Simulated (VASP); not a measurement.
# Ga (I4/mmm) in VASP: further runs

Ga is run at these levels: PBE; tasks: single point.

Everything below comes from runs of VASP 6.6.1. Logs are shortened: lines on timing, memory, paths and dates and some standing lists are left out, and cuts for length are marked.

## 1. The cell of the first run

It takes space group I4/mmm (No. 139, tetragonal). Conventional cell: a = 2.780 Å, b = 2.780 Å, c = 4.547 Å, α = 90.00°, β = 90.00°, γ = 90.00°. Within 3.7 Å of Ga (site symmetry 4/mmm) lie 12 Ga at 2.78 to 3.01 Å.

## 2. Single point, PBE (z stretched by +2 % at fixed volume)

INCAR reads:

```
  ALGO = Normal
  EDIFF = 1E-6
  ENCUT = 520
  GGA = PE
  ISIF = 2
  ISMEAR = -1
  ISYM = 0
  LASPH = True
  LCHARG = False
  LREAL = False
  LWAVE = False
  NBANDS = 12
  NELM = 100
  PREC = Accurate
  SIGMA = 0.05
```

KPOINTS reads:

```
k-points
0
Gamma
  14 14 16
```

POSCAR reads:

```
Ga
1.0
   -1.3901671504      1.3901671504      2.2735800000
    1.3901671504     -1.3901671504      2.2735800000
    1.3901671504      1.3901671504     -2.2735800000
Ga
1
Direct
    0.0000000000      0.0000000000      0.0000000000
```

Potentials or basis: VASP PAW PBE potentials, release 64 (Ga_d).

On the command line:

```console
> cat potpaw_PBE.64/Ga_d/POTCAR > POTCAR
> mpirun -np 1 vasp_std > vasp.out
```

OUTCAR:

```text
EDIFF = 1E-6
   ENCUT = 520
   GGA = PE
   ISIF = 2
   ISMEAR = -1
   ISYM = 0
   LASPH = True
   LREAL = False
   NELM = 100
   PREC = Accurate

 ion  position               nearest neighbor table
   1  0.000  0.000  0.000-

IMPORTANT INFORMATION: All symmetrisations will be switched off!
NOSYMM: (Re-)initialisation of all symmetry stuff for point group C_1.

----------------------------------------------------------------------------------------

                                     Primitive cell

  volume of cell :      17.5754

  direct lattice vectors                    reciprocal lattice vectors
    -1.390167150  1.390167150  2.273580000     0.000000000  0.359668979  0.219917487
     1.390167150 -1.390167150  2.273580000     0.359668979  0.000000000  0.219917487
     1.390167150  1.390167150 -2.273580000     0.359668979  0.359668979  0.000000000

  length of vectors
     3.005710470  3.005710470  3.005710470     0.421574994  0.421574994  0.508648748

  position of ions in fractional coordinates (direct lattice)
     0.000000000  0.000000000  0.000000000

  ion indices of the primitive-cell ions
   primitive index   ion index
                 1           1

----------------------------------------------------------------------------------------

 KPOINTS: k-points

Automatic generation of k-mesh.
 Grid dimensions read from file:
 generate k-points for:   14   14   16

 Generating k-lattice:

  Cartesian coordinates                     Fractional coordinates (reciprocal lattice)
     0.000000000  0.025690641  0.015708392     0.071428571 -0.000000000  0.000000000
     0.025690641  0.000000000  0.015708392    -0.000000000  0.071428571  0.000000000
     0.022479311  0.022479311  0.000000000     0.000000000  0.000000000  0.062500000

  Length of vectors
     0.030112500  0.030112500  0.031790547

  Shift w.r.t. Gamma in fractional coordinates (k-lattice)
     0.000000000  0.000000000  0.000000000

 -----------------------------------------------------------------------------
|                                                                             |
|           W    W    AA    RRRRR   N    N  II  N    N   GGGG   !!!           |
|           W    W   A  A   R    R  NN   N  II  NN   N  G    G  !!!           |
|           W    W  A    A  R    R  N N  N  II  N N  N  G       !!!           |
|           W WW W  AAAAAA  RRRRR   N  N N  II  N  N N  G  GGG   !            |
|           WW  WW  A    A  R   R   N   NN  II  N   NN  G    G                |
|           W    W  A    A  R    R  N    N  II  N    N   GGGG   !!!           |
|                                                                             |
|     Your reciprocal lattice and k-lattice belong to different lattice       |
|     classes:                                                                |
|                                                                             |
|        The reciprocal lattice is body-centered tetragonal,                  |
|        whereas your k-lattice is base-centered monoclinic.                  |
|                                                                             |
|     Results are often still useful ...                                      |
|                                                                             |
 -----------------------------------------------------------------------------

 WARNING: IBZKPT: internal override: KBLOWUP is changed to .FALSE.
      ... skipping the blow-up phase ...

 Subroutine IBZKPT returns following result:
 ===========================================

 Found   1572 irreducible k-points:

 Following reciprocal coordinates:
            Coordinates               Weight
  0.000000  0.000000  0.000000      1.000000
  0.071429  0.000000  0.000000      2.000000
  0.142857 -0.000000  0.000000      2.000000
  0.214286  0.000000 -0.000000      2.000000
  0.285714  0.000000  0.000000      2.000000
  0.357143 -0.000000  0.000000      2.000000
[... 16 lines left out ...]
 -0.000000  0.142857  0.000000      2.000000
  0.071429  0.142857  0.000000      2.000000
 [... further k-points ...]
   k-points           NKPTS =   1572   k-points in BZ     NKDIM =   1572   number of bands    NBANDS=     12
   number of dos      NEDOS =    301   number of ions     NIONS =      1
   total plane-waves  NPLWV =  13824
   dimension x,y,z NGX =    24 NGY =   24 NGZ =   24
   dimension x,y,z NGXF=    48 NGYF=   48 NGZF=   48
   ions per type =               1
   NGX,Y,Z   is equivalent  to a cutoff of  13.27, 13.27, 13.27 a.u.
   NGXF,Y,Z  is equivalent  to a cutoff of  26.55, 26.55, 26.55 a.u.
 SYSTEM =  unknown system
   PREC   = accura    normal or accurate (medium, high low for compatibility)
   ISTART =      0    job   : 0-new  1-cont  2-samecut
   ICHARG =      2    charge: 1-file 2-atom 10-const
   ISPIN  =      1    spin polarized calculation?
   LNONCOLLINEAR =      F non collinear calculations
   LSORBIT =      F    spin-orbit coupling
   LASPH  =      T    aspherical Exc in radial PAW
   ENCUT  =  520.0 eV  38.22 Ry    6.18 a.u.   5.59  5.59  5.59*2*pi/ulx,y,z
   NELM   =    100;   NELMIN=  2; NELMDL= -5     # of ELM steps
   EDIFF  = 0.1E-05   stopping-criterion for ELM
   LREAL  =      F    real-space projection
   EDIFFG = 0.1E-04   stopping-criterion for IOM
   NSW    =      0    number of steps for IOM
   IBRION =     -1    ionic relax: 0-MD 1-quasi-New 2-CG
   NFREE  =      0    steps in history (QN), initial steepest desc. (CG)
   ISIF   =      2    stress and relaxation
   ISYM   =      0    0-nonsym 1-usesym 2-fastsym
   POTIM  = 0.5000    time-step for ionic-motion
   TEBEG  =    0.0;   TEEND  =   0.0 temperature during run
   PSTRESS=    0.0 pullay stress
   NELECT =      13.0000    total number of electrons
   NUPDOWN=      -1.0000    fix difference up-down
   EMIN   =  10.00;   EMAX   =-10.00  energy-range for DOS
   EFERMI =   0.00;   METHOD = LEGACY
   ISMEAR =    -1;   SIGMA  =   0.05  broadening in eV -4-tet -1-fermi 0-gaus
   EFERMI_NEDOS =   21; number of points for ismear=-14 and -15
   IALGO  =     38    algorithm
   IMIX   =      4    mixing-type and parameters
     AMIX     =   0.40;   BMIX     =  1.00
     AMIX_MAG =   1.60;   BMIX_MAG =  1.00
  volume/ion in A,a.u.               =      17.58       118.60
  Fermi-wavevector in a.u.,A,eV,Ry     =   1.480544  2.797822 29.824096  2.192009
  Thomas-Fermi vector in A             =   2.594565
   LORBIT       =      0    0 simple, 1 ext, 2 COOP (PROOUT), +10 PAW based schemes
   GGA     = PE    functional components
[... 5 lines left out ...]
 non-spin polarized calculation
  energy-cutoff  :      520.00
  volume of cell :       17.58
 maximum number of plane-waves:       492
   NGX = 11   NGY = 11   NGZ = 11

 number of electron      12.9999997 magnetization

 Free energy of the ion-electron system (eV)
  ---------------------------------------------------
  ext. energy  EPLUGINS =         0.00000000
  ---------------------------------------------------
  free energy    TOTEN  =        -2.87007237 eV

  energy without entropy =       -2.86678267  energy(sigma->0) =       -2.86842752

 E-fermi :   6.2343     XC(G=0): -11.3758

 val. band max:        6.2327507182   @ k =   0.3571   0.2143   0.1875
 cond. band min:       6.2392697446   @ k =  -0.1429   0.3571   0.0625
 fundamental gap:      0.0065190264
 Fermi energy:         6.2342879539

 k-point     1 :       0.0000    0.0000    0.0000
  band No.  band energies     occupation
      1      -8.8602      2.00000
      2      -8.7012      2.00000
      3      -8.6900      2.00000
      4      -8.6894      2.00000
      5      -8.5245      2.00000
      6      -5.3681      2.00000
      7      19.1857      0.00000
      8      19.2987      0.00000
      9      19.2990      0.00000
     10      22.6857      0.00000
     11      22.7672      0.00000
     12      23.5024      0.00000

 k-point     2 :       0.0714    0.0000    0.0000
  band No.  band energies     occupation
      1      -8.8516      2.00000
      2      -8.7013      2.00000
      3      -8.6900      2.00000
      4      -8.6838      2.00000
      5      -8.5290      2.00000
      6      -5.2289      2.00000
      7      17.5899      0.00000
      8      18.7026      0.00000
      9      19.1547      0.00000
     10      21.7261      0.00000
     11      23.0507      0.00000
     12      23.8880      0.00000

 k-point     3 :       0.1429   -0.0000    0.0000
  band No.  band energies     occupation
      1      -8.8331      2.00000
      2      -8.7166      2.00000
      3      -8.6719      2.00000
      4      -8.6685      2.00000
      5      -8.5401      2.00000
      6      -4.8081      2.00000
      7      14.6200      0.00000
      8      17.6791      0.00000
      9      18.8591      0.00000
     10      21.1117      0.00000
     11      22.2045      0.00000
     12      24.8826      0.00000
[... 286 lines left out ...]
 k-point    23 :      -0.0000    0.1429    0.0000
  band No.  band energies     occupation
      1      -8.8331      2.00000
      2      -8.7166      2.00000
      3      -8.6719      2.00000
      4      -8.6685      2.00000
      5      -8.5401      2.00000
      6      -4.8081      2.00000
      7      14.6200      0.00000
      8      17.6791      0.00000
      9      18.8591      0.00000
     10      21.1117      0.00000
     11      22.2045      0.00000
     12      24.8826      0.00000

 k-point    24 :       0.0714    0.1429    0.0000
  band No.  band energies     occupation
      1      -8.8280      2.00000
      2      -8.7183      2.00000
      3      -8.6776      2.00000
      4      -8.6508      2.00000
      5      -8.5408      2.00000
      6      -4.5131      2.00000
      7      13.8971      0.00000
      8      16.2677      0.00000
      9      17.9940      0.00000
     10      21.1607      0.00000
     11      22.1545      0.00000
     12      24.4433      0.00000

 [... further k-points ...]
[... 5 lines left out ...]
  --------------------------------------------------------------------------------------
  -------------------------------------------------------------------------------------
  Total        0.5151763      0.5151756      0.4235200      0.0251264      0.0009124      0.0009119
  in kB       46.9636872     46.9636272     38.6082587      2.2905300      0.0831783      0.0831272
  external PRESSURE =      44.1785244 kB  Pullay stress =       0.0000000 kB

 VOLUME and BASIS-vectors are now :
 -----------------------------------------------------------------------------
  energy-cutoff  :      520.00
  volume of cell :       17.58
      direct lattice vectors                 reciprocal lattice vectors
    -1.390167150  1.390167150  2.273580000     0.000000000  0.359668979  0.219917487
     1.390167150 -1.390167150  2.273580000     0.359668979  0.000000000  0.219917487
     1.390167150  1.390167150 -2.273580000     0.359668979  0.359668979  0.000000000

 POSITION                                       TOTAL-FORCE (eV/Angst)
 -----------------------------------------------------------------------------------
      0.00000      0.00000      0.00000        -0.000000     -0.000000      0.000000
 -----------------------------------------------------------------------------------
    total drift:                               -0.000000     -0.000000      0.000000

  FREE ENERGIE OF THE ION-ELECTRON SYSTEM (eV)
  ---------------------------------------------------
  free  energy   TOTEN  =        -2.8700723724 eV

  energy  without entropy=       -2.8667826733  energy(sigma->0) =       -2.86842752
```

Run time: 2 min. Hardware: 1 thread of AMD EPYC 9R45 (Zen 5), shared host; peak memory 0.38 GiB.

Results:

```
Free energy : -2.8701 eV
Pressure    : 4.4 GPa
```

Levels at points of the mesh, in eV from the Fermi level:
```
           k point  band 3  band 4  band 5  band 6  band 7  band 8  band 9  band 10
(0.00, 0.00, 0.00)  -14.92  -14.92  -14.76  -11.60   12.95   13.06   13.06    16.45
(0.50, 0.00, 0.00)  -14.91  -14.74  -14.69   -4.94   -4.28    8.29   12.31    12.34
(0.00, 0.50, 0.00)  -14.91  -14.74  -14.69   -4.94   -4.28    8.29   12.31    12.34
(0.50, 0.50, 0.00)  -14.75  -14.74  -14.61   -2.12   -1.09    3.93    5.09     8.09
(0.00, 0.00, 0.50)  -14.75  -14.74  -14.61   -2.12   -1.09    3.93    5.09     8.09
(0.50, 0.00, 0.50)  -14.91  -14.74  -14.69   -4.94   -4.28    8.29   12.31    12.34
(0.00, 0.50, 0.50)  -14.91  -14.74  -14.69   -4.94   -4.28    8.29   12.31    12.34
(0.50, 0.50, 0.50)  -14.71  -14.70  -14.70   -4.23   -3.87    6.95    6.95    10.11
```

## 3. Single point, PBE

INCAR reads:

```
SYSTEM = Ga
ALGO = Normal
EDIFF = 1E-6
ENCUT = 520
GGA = PE
ISIF = 2
ISMEAR = -1
ISYM = 0
LASPH = .True.
LCHARG = .False.
LREAL = .False.
LWAVE = .False.
NBANDS = 12
NELM = 100
PREC = Accurate
SIGMA = 0.05
```

KPOINTS reads:

```
k-points
0
Gamma
  14 14 16
  0 0 0
```

POSCAR reads:

```
Ga
1.0
   -1.4040000000      1.4040000000      2.2290000000
    1.4040000000     -1.4040000000      2.2290000000
    1.4040000000      1.4040000000     -2.2290000000
Ga
1
Direct
    0.0000000000      0.0000000000      0.0000000000
```

Potentials or basis: VASP PAW PBE potentials, release 64 (Ga_d).

On the command line:

```console
> cat potpaw_PBE.64/Ga_d/POTCAR > POTCAR
> mpirun -np 1 vasp_std > vasp.out
```

Wall time 2 min (1 thread of AMD EPYC 9R45 (Zen 5), shared host); peak memory 0.38 GiB.

Results (log left out):

| Property | Result |
| --- | --- |
| Free energy | -2.8723 eV |
| Pressure | 4.4 GPa |

Stress tensor (GPa, compression positive):
```
 4.58 -0.06  0.10
-0.06  4.58  0.10
 0.10  0.10  3.94
```

Levels at points of the mesh, in eV from the Fermi level:
```
           k point  band 2  band 3  band 4  band 5  band 6  band 7  band 8  band 9  band 10  band 11
(0.00, 0.00, 0.00)  -14.96  -14.96  -14.94  -14.80  -11.63   13.00   13.00   13.05    16.39    16.44
(0.50, 0.00, 0.00)  -15.06  -14.95  -14.76  -14.72   -4.99   -4.32    8.74   11.91    12.83    15.62
(0.00, 0.50, 0.00)  -15.06  -14.95  -14.76  -14.72   -4.99   -4.32    8.74   11.91    12.83    15.62
(0.50, 0.50, 0.00)  -15.15  -14.76  -14.76  -14.65   -2.29   -1.35    4.13    5.04     8.20     8.21
(0.00, 0.00, 0.50)  -15.15  -14.76  -14.76  -14.65   -2.29   -1.35    4.13    5.04     8.20     8.21
(0.50, 0.00, 0.50)  -15.06  -14.95  -14.76  -14.72   -4.99   -4.32    8.74   11.91    12.83    15.62
(0.00, 0.50, 0.50)  -15.06  -14.95  -14.76  -14.72   -4.99   -4.32    8.74   11.91    12.83    15.62
(0.50, 0.50, 0.50)  -15.15  -14.73  -14.72  -14.72   -3.86   -3.71    6.54    6.54     9.77    10.61
```

## 4. Single point, PBE (zz strain of -2 %)

INCAR reads:

```
ALGO = Normal
EDIFF = 1E-6
ENCUT = 520
GGA = PE
ISIF = 2
ISMEAR = -1
ISYM = 0
LASPH = T
LCHARG = F
LREAL = F
LWAVE = F
NBANDS = 12
NELM = 100
PREC = Accurate
SIGMA = 0.05
```

KPOINTS reads:

```
k-points
0
Gamma
  14 14 16
```

POSCAR reads:

```
Ga
1.0
   -1.4040000000      1.4040000000      2.1844200000
    1.4040000000     -1.4040000000      2.1844200000
    1.4040000000      1.4040000000     -2.1844200000
Ga
1
Direct
    0.0000000000      0.0000000000      0.0000000000
```

On the command line:

```console
> cat potpaw_PBE.64/Ga_d/POTCAR > POTCAR
> mpirun -np 1 vasp_std > vasp.out
```

Wall time 6.7 min (1 thread of AMD EPYC 7R13, shared host); peak memory 0.38 GiB.

The run converged. Its results:

```
Free energy : -2.8616 eV
Pressure    : 5.8 GPa
```

Stress tensor (GPa, compression positive):
```
 5.80 -0.11  0.14
-0.11  5.80  0.14
 0.14  0.14  5.82
```

Levels at points of the mesh, in eV from the Fermi level:
```csv
k point,band 3,band 4,band 5,band 6,band 7,band 8,band 9,band 10
"(0.00, 0.00, 0.00)",-15.01,-14.97,-14.85,-11.82,13.20,13.20,13.31,16.42
"(0.50, 0.00, 0.00)",-15.00,-14.79,-14.76,-5.05,-4.46,9.19,11.82,13.35
"(0.00, 0.50, 0.00)",-15.00,-14.79,-14.76,-5.05,-4.46,9.19,11.82,13.35
"(0.50, 0.50, 0.00)",-14.79,-14.79,-14.69,-2.48,-1.48,4.32,5.06,8.29
"(0.00, 0.00, 0.50)",-14.79,-14.78,-14.69,-2.48,-1.48,4.32,5.06,8.29
"(0.50, 0.00, 0.50)",-15.00,-14.79,-14.76,-5.05,-4.46,9.19,11.82,13.35
"(0.00, 0.50, 0.50)",-15.00,-14.79,-14.76,-5.05,-4.46,9.19,11.82,13.35
"(0.50, 0.50, 0.50)",-14.77,-14.75,-14.75,-3.69,-3.59,6.34,6.34,9.61
```

Caveat: the cell differs from its parent crystal (zz strain of -2 %).

## 5. Single point, PBE (zz strain of -1 %)

INCAR reads:

```
SYSTEM = Ga
PREC = Accurate
ENCUT = 520
EDIFF = 1E-6
ISMEAR = -1
SIGMA = 0.05
LREAL = .FALSE.
LASPH = .TRUE.
NELM = 80
ALGO = Normal
ISIF = 2
LWAVE = .FALSE.
LCHARG = .FALSE.
GGA = PE
NBANDS = 12
ISYM = 0
```

KPOINTS reads:

```
regular mesh
0
G
  14 14 16
  0 0 0
```

POSCAR reads:

```
Ga
1.0
   -1.4040000000      1.4040000000      2.2067100000
    1.4040000000     -1.4040000000      2.2067100000
    1.4040000000      1.4040000000     -2.2067100000
Ga
1
Direct
    0.0000000000      0.0000000000      0.0000000000
```

On the command line:

```console
> cat potpaw_PBE.64/Ga_d/POTCAR > POTCAR
> mpirun -np 1 vasp_std > vasp.out
```

Wall time 6 min (1 thread of AMD EPYC 7R13, shared host); peak memory 0.38 GiB.

It converged, with:

| Item | Value |
| --- | --- |
| Free energy | -2.8674 eV |
| Pressure | 5.1 GPa |

Stress tensor (GPa, compression positive):
```
 5.19 -0.08  0.09
-0.08  5.19  0.09
 0.09  0.09  4.79
```

Levels at points of the mesh, in eV from the Fermi level:
| k point | band 2 | band 3 | band 4 | band 5 | band 6 | band 7 | band 8 | band 9 | band 10 | band 11 |
| --- | --- | --- | --- | --- | --- | --- | --- | --- | --- | --- |
| (0.00, 0.00, 0.00) | -14.99 | -14.99 | -14.95 | -14.82 | -11.73 | 13.10 | 13.10 | 13.18 | 16.40 | 16.54 |
| (0.50, 0.00, 0.00) | -15.08 | -14.97 | -14.78 | -14.74 | -5.02 | -4.39 | 8.96 | 11.86 | 13.09 | 15.57 |
| (0.00, 0.50, 0.00) | -15.08 | -14.97 | -14.78 | -14.74 | -5.02 | -4.39 | 8.96 | 11.86 | 13.09 | 15.57 |
| (0.50, 0.50, 0.00) | -15.18 | -14.78 | -14.77 | -14.67 | -2.38 | -1.42 | 4.22 | 5.05 | 8.24 | 8.32 |
| (0.00, 0.00, 0.50) | -15.18 | -14.78 | -14.77 | -14.67 | -2.38 | -1.42 | 4.22 | 5.05 | 8.24 | 8.32 |
| (0.50, 0.00, 0.50) | -15.08 | -14.97 | -14.78 | -14.74 | -5.02 | -4.39 | 8.96 | 11.86 | 13.09 | 15.57 |
| (0.00, 0.50, 0.50) | -15.08 | -14.97 | -14.78 | -14.74 | -5.02 | -4.39 | 8.96 | 11.86 | 13.09 | 15.57 |
| (0.50, 0.50, 0.50) | -15.18 | -14.75 | -14.74 | -14.74 | -3.73 | -3.70 | 6.44 | 6.44 | 9.69 | 10.53 |

Caveat: the cell differs from its parent crystal (zz strain of -1 %).

## 6. Summary

| cell | gap on the mesh (eV) | pressure (GPa) |
| --- | --- | --- |
| a = 3.006 Å, angles 124.9, 124.9, 81.7°, 1 atom | none | 4.4 |
| a = 2.985 Å, angles 123.9, 123.9, 83.4°, 1 atom | none | 4.4 |
| a = 2.952 Å, angles 123.2, 123.2, 84.5°, 1 atom | none | 5.8 |
| a = 2.969 Å, angles 123.5, 123.5, 84.0°, 1 atom | none | 5.1 |

Alike in all rows: task single point; level PBE; potentials or basis VASP PAW PBE potentials, release 64 (Ga_d); no spin polarisation; k mesh 14 × 14 × 16; cutoff (eV) 520; smearing fermi-dirac 0.05 eV.

Total energies depend on the potentials used, so only differences within one code and one set of settings carry meaning.
